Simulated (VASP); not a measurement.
# Ni (Fd-3m) in VASP: further runs

The runs below take Ni through single point, with LDA.

Everything below comes from runs of VASP 6.6.1. Logs are shortened: lines on timing, memory, paths and dates and some standing lists are left out, and cuts for length are marked.

### 1 The cell of the first run

It takes space group Fd-3m (No. 227, cubic). The conventional cell has a = 4.940 Å, b = 4.940 Å, c = 4.940 Å, α = 90.00°, β = 90.00°, γ = 90.00°. Within 2.8 Å of Ni (site symmetry -43m) lie 4 Ni at 2.14 Å.

This isn't the form of Ni at room conditions, which is fcc.

### 2 Single point, LDA, collinear spin, antiferromagnetic start

The input, INCAR:

```
SYSTEM = Ni
PREC = Accurate
ENCUT = 520
EDIFF = 1E-7
ISMEAR = -1
SIGMA = 0.05
LREAL = .False.
LASPH = .True.
NELM = 150
ALGO = Normal
ISIF = 2
LWAVE = .False.
LCHARG = .False.
ISPIN = 2
MAGMOM = 0.8 -0.8
LORBIT = 11
LMAXMIX = 4
GGA = CA
NBANDS = 21
```

The input, KPOINTS:

```
regular mesh
0
Gamma
  11 11 11
  0 0 0
```

The input, POSCAR:

```
Ni
1.0
    0.0000000000      2.4698952154      2.4698952154
    2.4698952154      0.0000000000      2.4698952154
    2.4698952154      2.4698952154      0.0000000000
Ni
2
Direct
    0.1250000000      0.1250000000      0.1250000000
    0.8750000000      0.8750000000      0.8750000000
```

Potentials or basis: VASP PAW LDA potentials, release 64 (Ni).

Command:

```console
> cat potpaw_LDA.64/Ni/POTCAR > POTCAR
> mpirun -np 1 vasp_std > vasp.out
```

OUTCAR:

```text
SYSTEM = Ni
   PREC = Accurate
   ENCUT = 520
   EDIFF = 1E-7
   ISMEAR = -1
   LREAL = .False.
   LASPH = .True.
   NELM = 150
   ISIF = 2
   ISPIN = 2
   LORBIT = 11
   GGA = CA

 ion  position               nearest neighbor table
   1  0.125  0.125  0.125-   2 2.14   2 2.14   2 2.14   2 2.14
   2  0.875  0.875  0.875-   1 2.14   1 2.14   1 2.14   1 2.14

  LATTYP: Found a face centered cubic cell.
 ALAT       =     4.9397904308

  Lattice vectors:

 A1 = (   0.0000000000,   2.4698952154,   2.4698952154)
 A2 = (   2.4698952154,   0.0000000000,   2.4698952154)
 A3 = (   2.4698952154,   2.4698952154,   0.0000000000)

Analysis of symmetry for initial positions (statically):
=====================================================================
 Subroutine PRICEL returns:
 Original cell was already a primitive cell.

 Routine SETGRP: Setting up the symmetry group for a
 face centered cubic supercell.

 Subroutine GETGRP returns: Found 48 space group operations
 (whereof 12 operations were pure point group operations)
 out of a pool of 48 trial point group operations.

The static configuration has the point symmetry D_3d.
 The point group associated with its full space group is O_h .

Analysis of symmetry for dynamics (positions and initial velocities):
=====================================================================
 Subroutine PRICEL returns:
 Original cell was already a primitive cell.

 Routine SETGRP: Setting up the symmetry group for a
 face centered cubic supercell.

 Subroutine GETGRP returns: Found 48 space group operations
 (whereof 12 operations were pure point group operations)
 out of a pool of 48 trial point group operations.

The dynamic configuration has the point symmetry D_3d.
 The point group associated with its full space group is O_h .

Analysis of structural, dynamic, and magnetic symmetry:
=====================================================================
 Subroutine PRICEL returns:
 Original cell was already a primitive cell.

 Routine SETGRP: Setting up the symmetry group for a
 face centered cubic supercell.

 Subroutine GETGRP returns: Found 48 space group operations
 (whereof 12 operations were pure point group operations)
 out of a pool of 48 trial point group operations.

The overall configuration has the point symmetry D_3d.
 The point group associated with its full space group is O_h .

 Subroutine INISYM returns: Found 48 space group operations
 (whereof 12 operations are pure point group operations),
 and found     1 'primitive' translations

----------------------------------------------------------------------------------------

                                     Primitive cell

  volume of cell :      30.1346

  direct lattice vectors                    reciprocal lattice vectors
     0.000000000  2.469895215  2.469895215    -0.202437738  0.202437738  0.202437738
     2.469895215  0.000000000  2.469895215     0.202437738 -0.202437738  0.202437738
     2.469895215  2.469895215  0.000000000     0.202437738  0.202437738 -0.202437738

  length of vectors
     3.492959311  3.492959311  3.492959311     0.350632447  0.350632447  0.350632447

  position of ions in fractional coordinates (direct lattice)
     0.125000000  0.125000000  0.125000000
     0.875000000  0.875000000  0.875000000

  ion indices of the primitive-cell ions
   primitive index   ion index
                 1           1
                 2           2

----------------------------------------------------------------------------------------

 KPOINTS: regular mesh

Automatic generation of k-mesh.
 Grid dimensions read from file:
 generate k-points for:   11   11   11

 Generating k-lattice:

  Cartesian coordinates                     Fractional coordinates (reciprocal lattice)
    -0.018403431  0.018403431  0.018403431     0.090909091  0.000000000  0.000000000
     0.018403431 -0.018403431  0.018403431     0.000000000  0.090909091  0.000000000
     0.018403431  0.018403431 -0.018403431     0.000000000  0.000000000  0.090909091

  Length of vectors
     0.031875677  0.031875677  0.031875677

  Shift w.r.t. Gamma in fractional coordinates (k-lattice)
     0.000000000  0.000000000  0.000000000

 Subroutine IBZKPT returns following result:
 ===========================================

 Found     56 irreducible k-points:

 Following reciprocal coordinates:
            Coordinates               Weight
  0.000000  0.000000  0.000000      1.000000
  0.090909  0.000000  0.000000      8.000000
  0.181818  0.000000  0.000000      8.000000
  0.272727  0.000000  0.000000      8.000000
  0.363636  0.000000  0.000000      8.000000
  0.454545  0.000000  0.000000      8.000000
[... 16 lines left out ...]
 -0.272727  0.181818  0.000000     24.000000
 -0.181818  0.181818  0.000000     12.000000
 [... further k-points ...]
   k-points           NKPTS =     56   k-points in BZ     NKDIM =     56   number of bands    NBANDS=     21
[... 32 lines left out ...]
   ISMEAR =    -1;   SIGMA  =   0.05  broadening in eV -4-tet -1-fermi 0-gaus
   EFERMI_NEDOS =   21; number of points for ismear=-14 and -15
   IALGO  =     38    algorithm
   IMIX   =      4    mixing-type and parameters
     AMIX     =   0.40;   BMIX     =  1.00
     AMIX_MAG =   1.60;   BMIX_MAG =  1.00
  volume/ion in A,a.u.               =      15.07       101.68
  Fermi-wavevector in a.u.,A,eV,Ry     =   1.428005  2.698538 27.744965  2.039197
  Thomas-Fermi vector in A             =   2.548113
   LORBIT       =     11    0 simple, 1 ext, 2 COOP (PROOUT), +10 PAW based schemes
   GGA     = CA    functional components
   LHFCALC =     F    Hartree Fock is set to
   AEXX    =    0.0000 exact exchange contribution
   IVDW    =     0    specifies the selected vdW correction
   LEPSILON=     F    determine dielectric tensor
   LRPA    =     F    only Hartree local field effects (RPA)
 spin polarized calculation
  energy-cutoff  :      520.00
  volume of cell :       30.13
 maximum number of plane-waves:       869
 NGX is ok and might be reduce to    28
   NGX = 13   NGY = 13   NGZ = 13

 number of electron      20.0000020 magnetization      -0.0000000

 number of electron      20.0000020 magnetization       0.0000000

 Free energy of the ion-electron system (eV)
  ---------------------------------------------------
  ext. energy  EPLUGINS =         0.00000000
  ---------------------------------------------------
  free energy    TOTEN  =       -10.29703288 eV

  energy without entropy =      -10.22863531  energy(sigma->0) =      -10.26283409

 E-fermi :   5.1426     XC(G=0): -11.4882

 val. band max:        5.1321337842   @ k =  -0.3636   0.3636   0.0000
 cond. band min:       5.1439067976   @ k =  -0.1818   0.0909   0.0000
 fundamental gap:      0.0117730134
 Fermi energy:         5.1426426086

 spin component 1

 k-point     1 :       0.0000    0.0000    0.0000
  band No.  band energies     occupation
      1      -1.7081      1.00000
      2       2.2105      1.00000
      3       2.2105      1.00000
      4       2.2944      1.00000
      5       2.2944      1.00000
      6       2.2944      1.00000
[... 13 lines left out ...]
     20      23.0951      0.00000
     21      23.0951      0.00000
[... 529 lines left out ...]
 k-point    24 :      -0.1818    0.1818    0.0000
  band No.  band energies     occupation
      1      -0.1160      1.00000
      2       1.8893      1.00000
      3       2.2133      1.00000
      4       2.2810      1.00000
      5       2.5330      1.00000
      6       2.8857      1.00000
[... 13 lines left out ...]
     20      25.0691      0.00000
     21      28.0614      0.00000

 [... further k-points ...]

 spin component 2

 k-point     1 :       0.0000    0.0000    0.0000
  band No.  band energies     occupation
      1      -1.7081      1.00000
      2       2.2105      1.00000
      3       2.2105      1.00000
      4       2.2944      1.00000
      5       2.2944      1.00000
      6       2.2944      1.00000
[... 13 lines left out ...]
     20      23.0951      0.00000
     21      23.0951      0.00000
[... 529 lines left out ...]
 k-point    24 :      -0.1818    0.1818    0.0000
  band No.  band energies     occupation
      1      -0.1160      1.00000
      2       1.8893      1.00000
      3       2.2133      1.00000
      4       2.2810      1.00000
      5       2.5330      1.00000
      6       2.8857      1.00000
[... 13 lines left out ...]
     20      25.0691      0.00000
     21      28.0614      0.00000

 [... further k-points ...]

------------------------ aborting loop because EDIFF is reached ----------------------------------------

  FORCE on cell =-STRESS in cart. coord.  units (eV):
  Direction    XX          YY          ZZ          XY          YZ          ZX
  --------------------------------------------------------------------------------------
  -------------------------------------------------------------------------------------
  Total       -0.1377861     -0.1377861     -0.1377861      0.0000000      0.0000000     -0.0000000
  in kB       -7.3257232     -7.3257232     -7.3257232      0.0000000      0.0000000     -0.0000000
  external PRESSURE =      -7.3257232 kB  Pullay stress =       0.0000000 kB

 VOLUME and BASIS-vectors are now :
 -----------------------------------------------------------------------------
  energy-cutoff  :      520.00
  volume of cell :       30.13
      direct lattice vectors                 reciprocal lattice vectors
     0.000000000  2.469895215  2.469895215    -0.202437738  0.202437738  0.202437738
     2.469895215  0.000000000  2.469895215     0.202437738 -0.202437738  0.202437738
     2.469895215  2.469895215  0.000000000     0.202437738  0.202437738 -0.202437738

 POSITION                                       TOTAL-FORCE (eV/Angst)
 -----------------------------------------------------------------------------------
      0.61747      0.61747      0.61747         0.000000     -0.000000     -0.000000
      4.32232      4.32232      4.32232        -0.000000      0.000000      0.000000
 -----------------------------------------------------------------------------------
    total drift:                                0.000000      0.000000     -0.000000

  FREE ENERGIE OF THE ION-ELECTRON SYSTEM (eV)
  ---------------------------------------------------
  free  energy   TOTEN  =       -10.2970328759 eV

  energy  without entropy=      -10.2286353095  energy(sigma->0) =      -10.26283409

 total charge

# of ion       s       p       d       tot
------------------------------------------
    1        0.571   0.399   8.388   9.358
    2        0.571   0.399   8.388   9.358
--------------------------------------------------
tot          1.141   0.799  16.777  18.717

 magnetization (x)

# of ion       s       p       d       tot
------------------------------------------
    1       -0.000  -0.000  -0.000  -0.000
    2        0.000   0.000   0.000   0.000
--------------------------------------------------
tot          0.000   0.000   0.000   0.000
```

It took 76 s on 1 thread of Intel Xeon 8259CL, shared host; peak memory 0.18 GiB.

What came out:

```
Free energy                                           : -10.2970 eV
Pressure                                              : -0.7 GPa
Band gap on the k mesh                                : zero (filled and empty bands overlap)
Net moment                                            : 0.00 μB per cell
Valence electrons inside the program's atomic spheres : Ni 9.36
```

Caveat: the moments typed at the start vanished in this run.

### 3 Single point, LDA, collinear spin, ferromagnetic start (13.26 Å³/atom)

This run uses another cell than the first one, of 13.26 Å³/atom.

The input, INCAR:

```
ALGO = Normal ; EDIFF = 1E-7
ENCUT = 520 ; ISIF = 2
ISMEAR = -1 ; ISPIN = 2
LASPH = T ; LCHARG = F
LMAXMIX = 4 ; LORBIT = 11
LREAL = F ; LWAVE = F
MAGMOM = 0.797 0.797 ; NBANDS = 21
NELM = 150 ; PREC = Accurate
SIGMA = 0.05
```

The input, KPOINTS:

```
k-points
0
Gamma
  12 12 12
```

The input, POSCAR:

```
Ni
1.0
    0.0000000000      2.3668609960      2.3668609960
    2.3668609960      0.0000000000      2.3668609960
    2.3668609960      2.3668609960      0.0000000000
Ni
2
Direct
    0.1250000000      0.1250000000      0.1250000000
    0.8750000000      0.8750000000      0.8750000000
```

Potentials or basis: VASP PAW LDA potentials, release 64 (Ni).

Command:

```console
> cat potpaw_LDA.64/Ni/POTCAR > POTCAR
> mpirun -np 1 vasp_std > vasp.out
```

Wall time 99 s (1 thread of Intel Xeon 8259CL, shared host); peak memory 0.19 GiB.

The run converged. Its results:

```
Free energy                                           : -10.2279 eV
Pressure                                              : 19.9 GPa
Net moment                                            : 1.48 μB per cell
Site moments                                          : Ni +0.73 μB
Valence electrons inside the program's atomic spheres : Ni 9.56
```

Levels at points of the mesh, in eV from the Fermi level:
Spin up:
```tsv
k point	band 8	band 9	band 10	band 11	band 12	band 13	band 14	band 15
(0.00, 0.00, 0.00)	-1.95	-1.95	-0.60	-0.60	13.78	13.78	13.78	14.07
(0.50, 0.00, 0.00)	-1.48	-1.48	-0.81	-0.81	0.80	9.97	9.97	13.26
(0.50, 0.50, 0.00)	-2.24	-0.64	-0.64	1.32	1.32	4.88	4.88	10.76
```
Spin down:
| k point | band 6 | band 7 | band 8 | band 9 | band 10 | band 11 | band 12 | band 13 |
| --- | --- | --- | --- | --- | --- | --- | --- | --- |
| (0.00, 0.00, 0.00) | -3.18 | -1.26 | -1.26 | -1.26 | 0.20 | 0.20 | 14.00 | 14.00 |
| (0.50, 0.00, 0.00) | -3.17 | -1.87 | -0.74 | -0.74 | -0.03 | -0.03 | 1.40 | 10.15 |
| (0.50, 0.50, 0.00) | -2.34 | -1.52 | -1.52 | 0.14 | 0.14 | 1.79 | 1.79 | 4.96 |

Caveat: the cell stands under pressure.

### 4 Single point, LDA, collinear spin, ferromagnetic start (13.86 Å³/atom)

This run uses another cell than the first one, of 13.86 Å³/atom.

The input, INCAR:

```
  PREC = Accurate
  ENCUT = 520
  EDIFF = 1E-6
  ISMEAR = -1
  SIGMA = 0.05
  LREAL = F
  LASPH = T
  NELM = 150
  ALGO = Normal
  ISIF = 2
  LWAVE = F
  LCHARG = F
  ISPIN = 2
  MAGMOM = 0.797 0.797
  LORBIT = 11
  LMAXMIX = 4
  NBANDS = 21
```

The input, KPOINTS:

```
regular mesh
0
Gamma
  12 12 12
```

The input, POSCAR:

```
Ni
1.0
    0.0000000000      2.4021924884      2.4021924884
    2.4021924884      0.0000000000      2.4021924884
    2.4021924884      2.4021924884      0.0000000000
Ni
2
Direct
    0.1250000000      0.1250000000      0.1250000000
    0.8750000000      0.8750000000      0.8750000000
```

Command:

```console
> cat potpaw_LDA.64/Ni/POTCAR > POTCAR
> mpirun -np 1 vasp_std > vasp.out
```

Run time: 90 s. Hardware: 1 thread of Intel Xeon 8259CL, shared host; peak memory 0.19 GiB.

Results (log left out):

* Free energy: -10.3454 eV
* Pressure: 11.6 GPa
* Net moment: 1.48 μB per cell
* Site moments: Ni +0.73 μB
* Valence electrons inside the program's atomic spheres: Ni 9.48

Levels at points of the mesh, in eV from the Fermi level:
Spin up:
```tsv
k point	band 9	band 10	band 11	band 12	band 13	band 14
(0.00, 0.00, 0.00)	-1.87	-0.61	-0.61	13.32	13.32	13.32
(0.50, 0.00, 0.00)	-1.43	-0.81	-0.81	0.71	9.63	9.63
(0.50, 0.50, 0.00)	-0.65	-0.65	1.25	1.25	4.78	4.78
```
Spin down:
| k point | band 6 | band 7 | band 8 | band 9 | band 10 | band 11 | band 12 | band 13 |
| --- | --- | --- | --- | --- | --- | --- | --- | --- |
| (0.00, 0.00, 0.00) | -3.01 | -1.18 | -1.18 | -1.18 | 0.18 | 0.18 | 13.54 | 13.54 |
| (0.50, 0.00, 0.00) | -3.00 | -1.77 | -0.70 | -0.70 | -0.04 | -0.04 | 1.31 | 9.80 |
| (0.50, 0.50, 0.00) | -2.27 | -1.42 | -1.42 | 0.13 | 0.13 | 1.72 | 1.72 | 4.86 |

Caveat: the cell stands under pressure.

### 5 Single point, LDA, collinear spin, ferromagnetic start (14.46 Å³/atom)

This run uses another cell than the first one, of 14.46 Å³/atom.

The input, INCAR:

```
SYSTEM = Ni
PREC     = Accurate       ! precision mode
ENCUT    = 520            ! plane-wave cutoff, eV
EDIFF    = 1E-7           ! SCF threshold, eV
ISMEAR   = -1             ! smearing method
SIGMA    = 0.05           ! smearing width, eV
LREAL    = .False.        ! projectors in reciprocal space
LASPH    = .True.         ! aspherical terms in the spheres
NELM     = 150            ! most SCF steps
ALGO     = Normal         ! electronic algorithm
ISIF     = 2              ! what is computed and relaxed
LWAVE    = .False.        ! write WAVECAR
LCHARG   = .False.        ! write CHGCAR
ISPIN    = 2              ! spin polarisation
MAGMOM   = 0.797 0.797    ! initial moments
LORBIT   = 11             ! projections on sites
LMAXMIX  = 4              ! l up to which the mixer works
NBANDS   = 21             ! bands
```

The input, KPOINTS:

```
regular mesh
0
Gamma
  12 12 12
  0 0 0
```

The input, POSCAR:

```
Ni
1.0
    0.0000000000      2.4365141610      2.4365141610
    2.4365141610      0.0000000000      2.4365141610
    2.4365141610      2.4365141610      0.0000000000
Ni
2
Direct
    0.1250000000      0.1250000000      0.1250000000
    0.8750000000      0.8750000000      0.8750000000
```

Command:

```console
> cat potpaw_LDA.64/Ni/POTCAR > POTCAR
> mpirun -np 1 vasp_std > vasp.out
```

Run time: 99 s. Hardware: 1 thread of Intel Xeon 8259CL, shared host; peak memory 0.19 GiB.

Results (log left out):

```
Free energy                                           : -10.4073 eV
Pressure                                              : 5.0 GPa
Net moment                                            : 1.48 μB per cell
Site moments                                          : Ni +0.73 μB
Valence electrons inside the program's atomic spheres : Ni 9.41
```

Levels at points of the mesh, in eV from the Fermi level:
Spin up:
| k point | band 9 | band 10 | band 11 | band 12 | band 13 | band 14 |
| --- | --- | --- | --- | --- | --- | --- |
| (0.00, 0.00, 0.00) | -1.81 | -0.63 | -0.63 | 12.89 | 12.89 | 12.89 |
| (0.50, 0.00, 0.00) | -1.39 | -0.81 | -0.81 | 0.63 | 9.33 | 9.33 |
| (0.50, 0.50, 0.00) | -0.66 | -0.66 | 1.18 | 1.18 | 4.69 | 4.69 |
Spin down:
```
           k point  band 7  band 8  band 9  band 10  band 11  band 12
(0.00, 0.00, 0.00)   -1.11   -1.11   -1.11     0.17     0.17    13.11
(0.50, 0.00, 0.00)   -1.67   -0.66   -0.66    -0.04    -0.04     1.24
(0.50, 0.50, 0.00)   -1.34   -1.34    0.12     0.12     1.65     1.65
```

Caveat: the cell stands under pressure.

### 6 Overview

| spin | cell | k mesh | gap on the mesh (eV) | pressure (GPa) | moment (μB) |
| --- | --- | --- | --- | --- | --- |
| collinear, antiferromagnetic start | a = 3.493 Å, angles 60.0°, 2 atoms | 11 × 11 × 11 | none | -0.7 | 0.00 |
| collinear, ferromagnetic start | a = 3.347 Å, angles 60.0°, 2 atoms | 12 × 12 × 12 | none | 19.9 | 1.48 |
| collinear, ferromagnetic start | a = 3.397 Å, angles 60.0°, 2 atoms | 12 × 12 × 12 | none | 11.6 | 1.48 |
| collinear, ferromagnetic start | a = 3.446 Å, angles 60.0°, 2 atoms | 12 × 12 × 12 | none | 5.0 | 1.48 |

Alike in all rows: task single point; level LDA; potentials or basis VASP PAW LDA potentials, release 64 (Ni); cutoff (eV) 520; smearing fermi-dirac 0.05 eV.

Caveats: the cell stands under pressure (at least some runs); the moments typed at the start vanished in this run (at least some runs).

Total energies depend on the potentials used, so only differences within one code and one set of settings carry meaning.
